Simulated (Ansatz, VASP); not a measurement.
**AlN in VASP and in Ansatz**

```xyz
2
Lattice="0.0000 2.2195 2.2195 2.2195 0.0000 2.2195 2.2195 2.2195 0.0000" Properties=species:S:1:pos:R:3 pbc="T T T"
Al    0.0305    0.0000    0.0000
N     3.2706    3.3293    3.3293
```

Change from the starting cell: mode 4 frozen in at -0.058 Å, equal normal strain along x, y and z +0.0083.

Alike in both runs: task single point; functional PBE; k mesh 10 × 10 × 10; occupations gaussian, width 0.05 eV; no spin polarisation.

|  | VASP | Ansatz |
| --- | --- | --- |
| version | VASP 6.6.1 | Ansatz 0.2.0 |
| potentials or method | VASP PAW PBE potentials, release 64 (Al, N), cutoff 520 eV | scalar-relativistic, plane waves, PAW |
| valence electrons in the cell | 8 | 8 |

Ansatz gave:

```
gap on the k mesh at the Fermi level (eV)                     : 3.07
least direct gap on the mesh (eV)                             : 3.53
pressure (GPa)                                                : -3.7
traceless stress, the component that is largest in VASP (GPa) : -4.49
rms of the force components (eV/Å)                            : 0.650
```

Q: What did VASP give for the same quantities?

A: gap on the k mesh at the Fermi level (eV): 3.06; least direct gap on the mesh (eV): 3.54; pressure (GPa): -3.9; traceless stress, the component that is largest in VASP (GPa): -4.50; rms of the force components (eV/Å): 0.651.

Atom by atom the forces differ by 0.001 eV/Å (rms over components).
